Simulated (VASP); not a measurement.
Runs of VASP 6.6.1 on KTaO3. The structure is that of space group Pm-3m (No. 221), or close to it. The cells are those of the table. 

```csv
level,spin,cell,k mesh,grid for exact exchange (PRECFOCK),share of exact exchange,screening parameter,gap on the mesh (eV),pressure (GPa),moment (μB)
r2SCAN,"non-collinear, zero start, SOC","a = 3.910, b = 3.910, c = 4.020 Å, 5 atoms",6 × 6 × 6,-,-,-,-,9.0,0.00
HSE06,off,"a = 4.030, b = 4.030, c = 3.976 Å, 5 atoms",4 × 4 × 4,Fast,0.25,0.2079 1/Å,3.40,(c),-
r2SCAN,"non-collinear, zero start, SOC","a = 4.070, b = 4.070, c = 3.963 Å, 5 atoms",6 × 6 × 6,-,-,-,-,-5.2,0.00
HSE06,off,"a = 3.831, b = 3.831, c = 4.054 Å, 5 atoms",4 × 4 × 4,Fast,0.25,0.2079 1/Å,3.58,17.3,-
HSE06,off,"a = 3.870, b = 3.870, c = 4.037 Å, 5 atoms",4 × 4 × 4,Fast,0.25,0.2079 1/Å,(b),(a),-
HSE06,off,"a = 3.950, b = 3.950, c = 4.005 Å, 5 atoms",4 × 4 × 4,Fast,0.25,0.2079 1/Å,3.51,3.4,-
```

Alike in all rows: task single point; potentials or basis VASP PAW PBE potentials, release 64 (K_sv, Ta_pv, O); cutoff (eV) 520; smearing gaussian 0.01 eV.

Task: Estimate the missing entries.

Result: (a) 12.2; (b) 3.56; (c) -3.6.

Caveats: the PAW data sets were made with another functional, which shifts forces and pressure a little; the cell stands under pressure (at least some runs); spin-orbit coupling is left out, which moves the levels of the heavy elements (at least some runs); the cell stands under tension (at least some runs).

A k mesh can miss the band edges, and rows without SOC leave out spin-orbit coupling on Ta.
